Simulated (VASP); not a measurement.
# Al16Si in VASP: a series of runs

Runs on Al16Si. Level: PBE. Tasks: single point.

Program: VASP 6.6.1. These are calculated values, not measurements. Logs are shortened: lines on timing, memory, paths and dates and some standing lists are left out, and cuts for length are marked.

### 1 The cell of the first run

The cell holds a slab with vacuum, 17 atoms: a = 8.100 Å, b = 5.728 Å, c = 17.296 Å, α = 90.00°, β = 90.00°, γ = 90.00°.

### 2 Single point, PBE

INCAR reads:

```
  ALGO = Normal
  EDIFF = 1E-7
  ENCUT = 520
  GGA = PE
  ISIF = 2
  ISMEAR = 0
  LASPH = True
  LCHARG = False
  LREAL = Auto
  LWAVE = False
  NBANDS = 40
  NELM = 80
  PREC = Accurate
  SIGMA = 0.1
```

KPOINTS reads:

```
k-points
0
Gamma
  3 4 1
```

POSCAR reads:

```
Al16Si
1.0
    8.1000000000      0.0000000000      0.0000000000
    0.0000000000      5.7275650000      0.0000000000
    0.0000000000      0.0000000000     17.2956740000
Al Si
16 1
Direct
    0.2500000000      0.2499999564      0.0578179260
    0.7500000000      0.2499999564      0.0578179260
    0.2500000000      0.7500000436      0.0578179260
    0.7500000000      0.7500000436      0.0578179260
    0.0045083951     -0.0005730184      0.1371594423
    0.4954837037     -0.0005733676      0.1371575921
    0.0045204938      0.5012061845      0.1371991054
    0.4954893827      0.5012093272      0.1371925720
    0.2499948148      0.2504353944      0.2387207923
    0.7499945679      0.2505759428      0.2153611938
    0.2499908642      0.7503927061      0.2305093748
    0.7499980247      0.7505898231      0.2145132361
   -0.0185480247     -0.0122820081      0.3038539579
    0.5185364198     -0.0122919600      0.3038514139
   -0.0186279012      0.5134784153      0.3039247849
    0.5186232099      0.5134773678      0.3039221253
    0.7499883951      0.2504305058      0.3649450724
```

Potentials or basis: VASP PAW PBE potentials, release 64 (Al, Si).

Started as:

```
$ cat potpaw_PBE.64/Al/POTCAR potpaw_PBE.64/Si/POTCAR > POTCAR
$ mpirun -np 1 vasp_std > vasp.out
```

OUTCAR:

```text
EDIFF = 1E-7
   ENCUT = 520
   GGA = PE
   ISIF = 2
   ISMEAR = 0
   LASPH = True
   LREAL = Auto
   NELM = 80
   PREC = Accurate

 ion  position               nearest neighbor table
   1  0.250  0.250  0.058-   6 2.81   5 2.81   7 2.81   8 2.81   3 2.86   3 2.86   9 3.13
   2  0.750  0.250  0.058-  10 2.72   5 2.86   6 2.86   4 2.86   4 2.86   8 2.86   7 2.86
   3  0.250  0.750  0.058-   8 2.81   7 2.81   6 2.81   5 2.81   1 2.86   1 2.86  11 2.99
   4  0.750  0.750  0.058-  12 2.71   8 2.86   7 2.86   5 2.86   6 2.86   2 2.86   2 2.86
   5  0.005  0.999  0.137-   3 2.81   1 2.81  12 2.84   7 2.85  10 2.85   4 2.86   2 2.86   7 2.87
                            13 2.89  11 2.93   9 3.02
   6  0.495  0.999  0.137-   3 2.81   1 2.81  12 2.84   8 2.85  10 2.85   4 2.86   2 2.86   8 2.87
                            14 2.89  11 2.93   9 3.02
   7  0.005  0.501  0.137-   3 2.81   1 2.81  12 2.84  10 2.85   5 2.85   4 2.86   2 2.86   5 2.87
                            15 2.89  11 2.93   9 3.02
   8  0.495  0.501  0.137-   3 2.81   1 2.81  12 2.84  10 2.85   6 2.85   4 2.86   2 2.86   6 2.87
                            16 2.89  11 2.93   9 3.02
   9  0.250  0.250  0.239-  11 2.87  11 2.87  13 2.87  14 2.87  15 2.88  16 2.88   7 3.02   8 3.02
                             5 3.02   6 3.02   1 3.13
  10  0.750  0.251  0.215-  17 2.59   2 2.72  13 2.85  14 2.85  16 2.85  15 2.85   8 2.85   7 2.85
                             6 2.85   5 2.85  12 2.86  12 2.86
  11  0.250  0.750  0.231-  15 2.86  16 2.86  14 2.86  13 2.86   9 2.87   9 2.87   7 2.93   5 2.93
                             6 2.93   8 2.93   3 2.99
  12  0.750  0.751  0.215-   4 2.71  14 2.78  13 2.78  16 2.78  15 2.78   5 2.84   6 2.84   8 2.84
                             7 2.84  10 2.86  10 2.86
  13  0.981  0.988  0.304-  17 2.63  15 2.72  12 2.78  10 2.85  11 2.86   9 2.87   5 2.89  15 3.01

  14  0.519  0.988  0.304-  17 2.63  16 2.72  12 2.78  10 2.85  11 2.86   9 2.87   6 2.89  16 3.01

  15  0.981  0.513  0.304-  17 2.63  13 2.72  12 2.78  10 2.85  11 2.86   9 2.88   7 2.89  13 3.01

  16  0.519  0.513  0.304-  17 2.63  14 2.72  12 2.78  10 2.85  11 2.86   9 2.88   8 2.89  14 3.01

  17  0.750  0.250  0.365-  10 2.59  14 2.63  13 2.63  16 2.63  15 2.63

  LATTYP: Found a simple orthorhombic cell.
 ALAT       =     5.7275650000
 B/A-ratio  =     1.4142135445
 C/A-ratio  =     3.0197254854

  Lattice vectors:

 A1 = (   0.0000000000,  -5.7275650000,   0.0000000000)
 A2 = (   8.1000000000,   0.0000000000,   0.0000000000)
 A3 = (   0.0000000000,   0.0000000000,  17.2956740000)

Analysis of symmetry for initial positions (statically):
=====================================================================
 Subroutine PRICEL returns:
[... 144 lines left out ...]
   TEBEG  =    0.0;   TEEND  =   0.0 temperature during run
   PSTRESS=    0.0 pullay stress
   NELECT =      52.0000    total number of electrons
   NUPDOWN=      -1.0000    fix difference up-down
   EMIN   =  10.00;   EMAX   =-10.00  energy-range for DOS
   EFERMI =   0.00;   METHOD = LEGACY
   ISMEAR =     0;   SIGMA  =   0.10  broadening in eV -4-tet -1-fermi 0-gaus
   EFERMI_NEDOS =   21; number of points for ismear=-14 and -15
   IALGO  =     38    algorithm
   IMIX   =      4    mixing-type and parameters
     AMIX     =   0.40;   BMIX     =  1.00
     AMIX_MAG =   1.60;   BMIX_MAG =  1.00
  volume/ion in A,a.u.               =      47.20       318.52
  Fermi-wavevector in a.u.,A,eV,Ry     =   0.657575  1.242636  5.883220  0.432404
  Thomas-Fermi vector in A             =   1.729125
   LORBIT       =      0    0 simple, 1 ext, 2 COOP (PROOUT), +10 PAW based schemes
   GGA     = PE    functional components
   LHFCALC =     F    Hartree Fock is set to
   AEXX    =    0.0000 exact exchange contribution
   IVDW    =     0    specifies the selected vdW correction
   LEPSILON=     F    determine dielectric tensor
   LRPA    =     F    only Hartree local field effects (RPA)
 non-spin polarized calculation
 Gauss-broadening in eV      SIGMA  =   0.10
  energy-cutoff  :      520.00
  volume of cell :      802.40
 maximum number of plane-waves:     21630
   NGX = 31   NGY = 21   NGZ = 65

 number of electron      52.0000000 magnetization

 Free energy of the ion-electron system (eV)
  ---------------------------------------------------
  ext. energy  EPLUGINS =         0.00000000
  ---------------------------------------------------
  free energy    TOTEN  =       -59.78555729 eV

  energy without entropy =      -59.76293582  energy(sigma->0) =      -59.77424656

 E-fermi :   0.1388     XC(G=0):  -4.7402

 val. band max:        0.1153732124   @ k =   0.3333   0.0000   0.0000
 cond. band min:       0.1685754403   @ k =   0.3333   0.0000   0.0000
 fundamental gap:      0.0532022279
 Fermi energy:         0.1388460219

 k-point     1 :       0.0000    0.0000    0.0000
  band No.  band energies     occupation
      1     -10.2714      2.00000
      2      -8.7283      2.00000
      3      -7.8834      2.00000
      4      -7.8086      2.00000
      5      -6.7120      2.00000
      6      -5.7485      2.00000
[... 276 lines left out ...]
     37       2.8409      0.00000
     38       2.8623      0.00000
 [bands above 38 left out]

------------------------ aborting loop because EDIFF is reached ----------------------------------------

  FORCE on cell =-STRESS in cart. coord.  units (eV):
  Direction    XX          YY          ZZ          XY          YZ          ZX
  --------------------------------------------------------------------------------------
  -------------------------------------------------------------------------------------
  Total       -8.4626524     -8.0938139     -0.0535733     -0.0003427     -0.0231657     -0.0001566
  in kB      -16.8975814    -16.1611128     -0.1069711     -0.0006842     -0.0462555     -0.0003126
  external PRESSURE =     -11.0552218 kB  Pullay stress =       0.0000000 kB

 VOLUME and BASIS-vectors are now :
 -----------------------------------------------------------------------------
  energy-cutoff  :      520.00
  volume of cell :      802.40
      direct lattice vectors                 reciprocal lattice vectors
     8.100000000  0.000000000  0.000000000     0.123456790  0.000000000  0.000000000
     0.000000000  5.727565000  0.000000000     0.000000000  0.174594265  0.000000000
     0.000000000  0.000000000 17.295674000     0.000000000  0.000000000  0.057817926

 POSITION                                       TOTAL-FORCE (eV/Angst)
 -----------------------------------------------------------------------------------
      2.02500      1.43189      1.00000        -0.000040      0.003863      0.206650
      6.07500      1.43189      1.00000         0.000086      0.001971     -0.026696
      2.02500      4.29567      1.00000        -0.000043      0.001656      0.017294
      6.07500      4.29567      1.00000         0.000116      0.002619     -0.182415
      0.03652      5.72428      2.37227        -0.006629      0.001655     -0.002784
      4.01342      5.72428      2.37223         0.006607      0.001822     -0.002482
[... 9 lines left out ...]
      4.20085      2.94098      5.25654         0.001344     -0.002959     -0.001674
      6.07491      1.43436      6.31197        -0.000022      0.000756      0.003294
 -----------------------------------------------------------------------------------
    total drift:                               -0.000250     -0.003002     -0.003475

  FREE ENERGIE OF THE ION-ELECTRON SYSTEM (eV)
  ---------------------------------------------------
  free  energy   TOTEN  =       -59.7855572920 eV

  energy  without entropy=      -59.7629358250  energy(sigma->0) =      -59.77424656
```

OSZICAR:

```text
N       E                     dE             d eps       ncg     rms          rms(c)
DAV:   1     0.167039618327E+03    0.16704E+03   -0.15431E+04   560   0.916E+02
DAV:   2    -0.489346506173E+02   -0.21597E+03   -0.20515E+03   704   0.154E+02
DAV:   3    -0.622855109969E+02   -0.13351E+02   -0.12906E+02   728   0.356E+01
[... 17 lines left out ...]
DAV:  21    -0.597855559081E+02   -0.26482E-05   -0.43030E-07   520   0.114E-03    0.129E-04
DAV:  22    -0.597855565132E+02   -0.60506E-06   -0.46031E-08   536   0.485E-04    0.808E-05
DAV:  23    -0.597855570682E+02   -0.55507E-06   -0.47276E-08   456   0.426E-04    0.607E-05
DAV:  24    -0.597855572436E+02   -0.17532E-06   -0.11063E-08   488   0.249E-04    0.335E-05
DAV:  25    -0.597855572920E+02   -0.48437E-07   -0.32133E-09   440   0.164E-04
   1 F= -.59785557E+02 E0= -.59774247E+02  d E =-.226215E-01
```

Wall time 19 min (1 thread of AMD EPYC, shared host); peak memory 0.77 GiB.

Results:

```
Free energy            : -59.7856 eV
Largest force          : 0.207 eV/Å
Band gap on the k mesh : zero (bands 26 and 27 overlap by 0.71 eV)
```

Forces in eV/Å, atoms in the order of the input:
```
Al   0.000  0.004  0.207
Al   0.000  0.002 -0.027
Al   0.000  0.002  0.017
Al   0.000  0.003 -0.182
Al  -0.007  0.002 -0.003
Al   0.007  0.002 -0.002
Al  -0.006 -0.003 -0.004
Al   0.006 -0.003 -0.003
Al   0.000  0.000  0.006
Al   0.000 -0.001 -0.001
Al   0.000 -0.001 -0.008
Al   0.000 -0.003 -0.003
Al  -0.004  0.001  0.001
Al   0.004  0.001  0.001
Al  -0.002 -0.003 -0.001
Al   0.001 -0.003 -0.002
Si   0.000  0.001  0.003
```

Caveat: there is no dipole correction, which matters where the two faces differ.

### 3 Single point, PBE

INCAR reads:

```
SYSTEM = Al16Si
PREC = Accurate ; ENCUT = 520
EDIFF = 1E-6 ; ISMEAR = 0
SIGMA = 0.1 ; LREAL = Auto
LASPH = .True. ; NELM = 80
ALGO = Normal ; ISIF = 2
LWAVE = .False. ; LCHARG = .True.
GGA = PE ; LELF = .True.
LVHAR = .True. ; NBANDS = 40
```

KPOINTS reads:

```
regular mesh
0
Gamma
  3 4 1
  0 0 0
```

POSCAR reads:

```
Al16Si
1.0
    8.1000000000      0.0000000000      0.0000000000
    0.0000000000      5.7275650000      0.0000000000
    0.0000000000      0.0000000000     17.2956740000
Al Si
16 1
Direct
    0.2500000000      0.2499999564      0.0578179260
    0.7500000000      0.2499999564      0.0578179260
    0.2500000000      0.7500000436      0.0578179260
    0.7500000000      0.7500000436      0.0578179260
    0.0045204938      0.0012060972      0.1371991054
    0.4954893827      0.0012094145      0.1371925720
    0.0045083951      0.4994270689      0.1371594423
    0.4954837037      0.4994267197      0.1371575921
    0.2499908642      0.2503926189      0.2305093748
    0.7499980247      0.2505899104      0.2145132361
    0.2499948148      0.7504354817      0.2387207923
    0.7499945679      0.7505758555      0.2153611938
   -0.0186279012      0.0134783281      0.3039247849
    0.5186232099      0.0134772805      0.3039221253
   -0.0185480247      0.4877180791      0.3038539579
    0.5185364198      0.4877079527      0.3038514139
    0.7499883951     -0.2495694069      0.3649450724
```

Potentials or basis: VASP PAW PBE potentials, release 64 (Al, Si).

Started as:

```
$ cat potpaw_PBE.64/Al/POTCAR potpaw_PBE.64/Si/POTCAR > POTCAR
$ mpirun -np 1 vasp_std > vasp.out
```

Wall time 17 min (1 thread of AMD EPYC, shared host); peak memory 0.76 GiB.

Results (log left out):

| Quantity | Value |
| --- | --- |
| Free energy | -59.7856 eV |
| Largest force | 0.207 eV/Å |
| Band gap on the k mesh | zero (bands 26 and 27 overlap by 0.71 eV) |

Forces in eV/Å, atoms in the order of the input:
```
Al   0.000  0.002  0.017
Al   0.000  0.003 -0.182
Al   0.000  0.004  0.207
Al   0.000  0.002 -0.027
Al  -0.006 -0.003 -0.004
Al   0.006 -0.003 -0.003
Al  -0.007  0.002 -0.003
Al   0.007  0.002 -0.002
Al   0.000 -0.001 -0.008
Al   0.000 -0.003 -0.003
Al   0.000  0.000  0.006
Al   0.000 -0.001 -0.001
Al  -0.002 -0.003 -0.001
Al   0.001 -0.003 -0.002
Al  -0.004  0.001  0.001
Al   0.004  0.001  0.001
Si   0.000  0.001  0.003
```

Levels at points of the mesh, in eV from the Fermi level:
```tsv
k point	band 24	band 25	band 26	band 27	band 28	band 29
(0.00, 0.00, 0.00)	-0.95	-0.88	-0.45	-0.17	-0.12	0.75
(0.00, 0.50, 0.00)	-0.64	0.23	0.55	0.63	0.71	0.86
```

Caveat: there is no dipole correction, which matters where the two faces differ.

The gap in the log of VASP goes by the Fermi energy; the results here count the filled bands.